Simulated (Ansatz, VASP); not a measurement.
# Two plane-wave programs on Ta

```xyz
6
Lattice="4.6937 0.0000 0.0000 -2.3469 4.0649 0.0000 0.0000 0.0000 19.9882" Properties=species:S:1:pos:R:3 pbc="T T T"
Ta    2.3469    1.3550    4.0000
Ta    0.0000    2.7099    4.9581
Ta    0.0000    0.0000    5.9162
Ta    2.3469    1.3550    6.7997
Ta    0.0000    2.7099    7.6349
Ta    0.0000    0.0000    8.4882
```

Alike in both runs: task single point; functional PBE; k mesh 6 × 6 × 1; occupations gaussian, width 0.1 eV; no spin polarisation.

|  | VASP | Ansatz |
| --- | --- | --- |
| version | VASP 6.6.1 | Ansatz 0.2.0 |
| potentials or method | VASP PAW PBE potentials, release 64 (Ta_pv), cutoff 520 eV | scalar-relativistic, plane waves, PAW |
| valence electrons in the cell | 66 | 78 |

|  | VASP | Ansatz | Ansatz less VASP |
| --- | --- | --- | --- |
| gap on the k mesh at the Fermi level (eV) | none | none | - |
| rms of the force components (eV/Å) | 0.606 | 0.604 | -0.0020 |

Atom by atom the forces differ by 0.005 eV/Å (rms over components). A gap of «none» marks a metal or a gap that the smearing closes. The functional is the same, so the differences come from potentials, cutoffs and numerics. VASP's potentials hold 66 valence electrons a cell and Ansatz's 78, so a difference there can come from the potentials and not from the codes. Ansatz's warnings: vacuum below fermi.

Spin-orbit coupling is off throughout.
